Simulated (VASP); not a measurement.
# MgO in VASP: a series of runs

MgO is run at these levels: PBE, r2SCAN; tasks: single point.

All numbers are computed with VASP 6.6.1; they aren't measurements. Logs are shortened: lines on timing, memory, paths and dates and some standing lists are left out, and cuts for length are marked.

## (1) The cell of the first run

Symmetry: I-4m2, No. 119, tetragonal system. Conventional cell: a = 3.227 Å, b = 3.227 Å, c = 4.655 Å, α = 90.00°, β = 90.00°, γ = 90.00°. Within 2.6 Å of Mg (site symmetry -4m2) lie 4 O at 1.99 Å. O (site symmetry -4m2) has 4 Mg at 1.99 Å within 2.6 Å.

## (2) Single point, PBE (uniaxial z strain +2.0%)

Input file INCAR:

```
SYSTEM = MgO
PREC = Accurate
ENCUT = 520
EDIFF = 1E-6
ISMEAR = -1
SIGMA = 0.02
LREAL = .False.
LASPH = .True.
NELM = 100
ALGO = Normal
ISIF = 2
LWAVE = .False.
LCHARG = .False.
GGA = PE
NBANDS = 11
```

Input file KPOINTS:

```
regular mesh
0
Gamma
  10 10 10
  0 0 0
```

Input file POSCAR:

```
MgO
1.0
    0.0000000000      2.2820056617      2.3276457750
    2.2820056617      0.0000000000      2.3276457750
    2.2820056617      2.2820056617      0.0000000000
Mg O
1 1
Direct
    0.0000000000      0.0000000000      0.0000000000
    0.2500000000      0.2500000000      0.2500000000
```

Potentials or basis: VASP PAW PBE potentials, release 64 (Mg, O).

On the command line:

```sh
> cat potpaw_PBE.64/Mg/POTCAR potpaw_PBE.64/O/POTCAR > POTCAR
> mpirun -np 1 vasp_std > vasp.out
```

OUTCAR:

```text
SYSTEM = MgO
   PREC = Accurate
   ENCUT = 520
   EDIFF = 1E-6
   ISMEAR = -1
   LREAL = .False.
   LASPH = .True.
   NELM = 100
   ISIF = 2
   GGA = PE

 ion  position               nearest neighbor table
   1  0.000  0.000  0.000-   2 1.99   2 1.99   2 1.99   2 1.99
   2  0.250  0.250  0.250-   1 1.99   1 1.99   1 1.99   1 1.99

  LATTYP: Found a body centered tetragonal cell.
 ALAT       =     3.2272433562
 C/A-ratio  =     1.4424978337

  Lattice vectors:

 A1 = (  -2.2820056617,   0.0000000000,   2.3276457750)
 A2 = (   2.2820056617,   0.0000000000,   2.3276457750)
 A3 = (   0.0000000000,   2.2820056617,  -2.3276457750)

Analysis of symmetry for initial positions (statically):
=====================================================================
 Subroutine PRICEL returns:
 Original cell was already a primitive cell.

 Routine SETGRP: Setting up the symmetry group for a
 body centered tetragonal supercell.

 Subroutine GETGRP returns: Found  8 space group operations
 (whereof  8 operations were pure point group operations)
 out of a pool of 16 trial point group operations.

The static configuration has the point symmetry D_2d.

Analysis of symmetry for dynamics (positions and initial velocities):
=====================================================================
 Subroutine PRICEL returns:
 Original cell was already a primitive cell.

 Routine SETGRP: Setting up the symmetry group for a
 body centered tetragonal supercell.

 Subroutine GETGRP returns: Found  8 space group operations
 (whereof  8 operations were pure point group operations)
 out of a pool of 16 trial point group operations.

The dynamic configuration has the point symmetry D_2d.

 Subroutine INISYM returns: Found  8 space group operations
 (whereof  8 operations are pure point group operations),
 and found     1 'primitive' translations

----------------------------------------------------------------------------------------

                                     Primitive cell

  volume of cell :      24.2427

  direct lattice vectors                    reciprocal lattice vectors
     0.000000000  2.282005662  2.327645775    -0.219105504  0.219105504  0.214809317
     2.282005662  0.000000000  2.327645775     0.219105504 -0.219105504  0.214809317
     2.282005662  2.282005662  0.000000000     0.219105504  0.219105504 -0.214809317

  length of vectors
[... 81 lines left out ...]
   NELM   =    100;   NELMIN=  2; NELMDL= -5     # of ELM steps
   EDIFF  = 0.1E-05   stopping-criterion for ELM
   LREAL  =      F    real-space projection
   EDIFFG = 0.1E-04   stopping-criterion for IOM
   NSW    =      0    number of steps for IOM
   IBRION =     -1    ionic relax: 0-MD 1-quasi-New 2-CG
   NFREE  =      0    steps in history (QN), initial steepest desc. (CG)
   ISIF   =      2    stress and relaxation
   ISYM   =      2    0-nonsym 1-usesym 2-fastsym
   POTIM  = 0.5000    time-step for ionic-motion
   TEBEG  =    0.0;   TEEND  =   0.0 temperature during run
   PSTRESS=    0.0 pullay stress
   NELECT =       8.0000    total number of electrons
   NUPDOWN=      -1.0000    fix difference up-down
   EMIN   =  10.00;   EMAX   =-10.00  energy-range for DOS
   EFERMI =   0.00;   METHOD = LEGACY
   ISMEAR =    -1;   SIGMA  =   0.02  broadening in eV -4-tet -1-fermi 0-gaus
   EFERMI_NEDOS =   21; number of points for ismear=-14 and -15
   IALGO  =     38    algorithm
   IMIX   =      4    mixing-type and parameters
     AMIX     =   0.40;   BMIX     =  1.00
     AMIX_MAG =   1.60;   BMIX_MAG =  1.00
  volume/ion in A,a.u.               =      12.12        81.80
  Fermi-wavevector in a.u.,A,eV,Ry     =   1.131301  2.137848 17.413297  1.279841
  Thomas-Fermi vector in A             =   2.267999
   LORBIT       =      0    0 simple, 1 ext, 2 COOP (PROOUT), +10 PAW based schemes
   GGA     = PE    functional components
   LHFCALC =     F    Hartree Fock is set to
   AEXX    =    0.0000 exact exchange contribution
   IVDW    =     0    specifies the selected vdW correction
   LEPSILON=     F    determine dielectric tensor
   LRPA    =     F    only Hartree local field effects (RPA)
 non-spin polarized calculation
  energy-cutoff  :      520.00
  volume of cell :       24.24
 maximum number of plane-waves:       664
   NGX = 13   NGY = 13   NGZ = 13

 number of electron       8.0000003 magnetization

 Free energy of the ion-electron system (eV)
  ---------------------------------------------------
  ext. energy  EPLUGINS =         0.00000000
  ---------------------------------------------------
  free energy    TOTEN  =       -11.69948324 eV

  energy without entropy =      -11.69948324  energy(sigma->0) =      -11.69948324

 E-fermi :   1.1975     XC(G=0):  -9.6360

 val. band max:        0.7043657010   @ k =  -0.1000   0.1000   0.0000
 cond. band min:       4.2165835749   @ k =   0.0000   0.0000   0.0000
 fundamental gap:      3.5122178740
 Fermi energy:         1.1974748705

 k-point     1 :       0.0000    0.0000    0.0000
  band No.  band energies     occupation
      1     -15.1565      2.00000
      2       0.6588      2.00000
      3       0.7023      2.00000
      4       0.7023      2.00000
      5       4.2166      0.00000
      6      17.2867      0.00000
      7      17.2867      0.00000
      8      17.2876      0.00000
      9      20.4770      0.00000
     10      20.5011      0.00000
     11      21.0642      0.00000
[... 309 lines left out ...]
 k-point    24 :       0.4000    0.3000    0.0000
  band No.  band energies     occupation
      1     -14.5084      2.00000
      2      -1.5810      2.00000
      3       0.0374      2.00000
      4       0.1752      2.00000
      5       7.4341      0.00000
      6      12.1524      0.00000
      7      14.3215      0.00000
      8      16.9622      0.00000
      9      17.3341      0.00000
     10      23.5245      0.00000
     11      24.1919      0.00000

 [... further k-points ...]
[... 5 lines left out ...]
  --------------------------------------------------------------------------------------
  -------------------------------------------------------------------------------------
  Total        0.1915710      0.1915710      0.0555015      0.0000000     -0.0000000      0.0000000
  in kB       12.6607669     12.6607669      3.6680445      0.0000000     -0.0000000      0.0000000
  external PRESSURE =       9.6631928 kB  Pullay stress =       0.0000000 kB

 VOLUME and BASIS-vectors are now :
 -----------------------------------------------------------------------------
  energy-cutoff  :      520.00
  volume of cell :       24.24
      direct lattice vectors                 reciprocal lattice vectors
     0.000000000  2.282005662  2.327645775    -0.219105504  0.219105504  0.214809317
     2.282005662  0.000000000  2.327645775     0.219105504 -0.219105504  0.214809317
     2.282005662  2.282005662  0.000000000     0.219105504  0.219105504 -0.214809317

 POSITION                                       TOTAL-FORCE (eV/Angst)
 -----------------------------------------------------------------------------------
      0.00000      0.00000      0.00000         0.000000      0.000000      0.000000
      1.14100      1.14100      1.16382        -0.000000     -0.000000     -0.000000
 -----------------------------------------------------------------------------------
    total drift:                               -0.000000     -0.000000     -0.000000

  FREE ENERGIE OF THE ION-ELECTRON SYSTEM (eV)
  ---------------------------------------------------
  free  energy   TOTEN  =       -11.6994832367 eV

  energy  without entropy=      -11.6994832367  energy(sigma->0) =      -11.69948324
```

Run time: 21 s. Hardware: 1 thread of Intel Xeon Platinum 8259CL at 2.50GHz (Skylake/Cascade Lake), shared host; peak memory 0.15 GiB.

Results:

```
Free energy            : -11.6995 eV
Pressure               : 1.0 GPa
Band gap on the k mesh : 3.51 eV, indirect (the least direct gap lies 2.1 meV higher)
```

Caveat: the cell differs from its parent crystal (uniaxial z strain +2.0%).

## (3) Single point, PBE (epitaxial 111 strain -4.0%)

Input file INCAR:

```
PREC     = Accurate       # precision mode
ENCUT    = 520            # plane-wave cutoff, eV
EDIFF    = 1E-7           # SCF threshold, eV
ISMEAR   = -1             # smearing method
SIGMA    = 0.02           # smearing width, eV
LREAL    = F              # projectors in reciprocal space
LASPH    = T              # aspherical terms in the spheres
NELM     = 80             # most SCF steps
ALGO     = Normal         # electronic algorithm
ISIF     = 2              # what is computed and relaxed
LWAVE    = F              # write WAVECAR
LCHARG   = T              # write CHGCAR
GGA      = PE             # functional
LELF     = T              # ELF
LVHAR    = T            
NBANDS   = 11             # bands
```

Input file KPOINTS:

```
regular mesh
0
Gamma
  10 10 10
```

Input file POSCAR:

```
MgO
1.0
    0.0947162565      2.2854416917      2.2854416917
    2.2854416917      0.0947162565      2.2854416917
    2.2854416917      2.2854416917      0.0947162565
Mg O
1 1
Direct
    0.0038908785      0.0038908785      0.0038908785
    0.2461091215      0.2461091215      0.2461091215
```

Potentials or basis: VASP PAW PBE potentials, release 64 (Mg, O).

On the command line:

```sh
> cat potpaw_PBE.64/Mg/POTCAR potpaw_PBE.64/O/POTCAR > POTCAR
> mpirun -np 1 vasp_std > vasp.out
```

Wall time 22 s (1 thread of Intel Xeon Platinum 8259CL at 2.50GHz (Skylake/Cascade Lake), shared host); peak memory 0.16 GiB.

Results (log left out):

* Free energy: -11.5939 eV
* Pressure: 12.0 GPa
* Largest force: 0.037 eV/Å
* Band gap on the k mesh: 3.79 eV, direct

Forces on the atoms (eV/Å):
```
Mg   0.021  0.021  0.021
O   -0.021 -0.021 -0.021
```

Stress tensor (GPa, compression positive):
```
11.96 -3.97 -3.97
-3.97 11.96 -3.97
-3.97 -3.97 11.96
```

Levels at points of the mesh, in eV from the valence-band top:
| k point | band 2 | band 3 | band 4 | band 5 | band 6 | band 7 |
| --- | --- | --- | --- | --- | --- | --- |
| (0.00, 0.00, 0.00) | -0.40 | 0.00 | 0.00 | 3.79 | 16.19 | 17.94 |
| (0.50, 0.00, 0.00) | -3.30 | -0.49 | -0.28 | 9.02 | 10.02 | 14.28 |
| (0.50, 0.50, 0.00) | -2.79 | -1.09 | -0.71 | 6.21 | 11.72 | 14.83 |
| (0.50, 0.50, 0.50) | -3.51 | -0.12 | -0.12 | 9.06 | 9.79 | 15.59 |

Caveat: the cell differs from its parent crystal (epitaxial 111 strain -4.0%).

(Continued in part 2 of 2.)
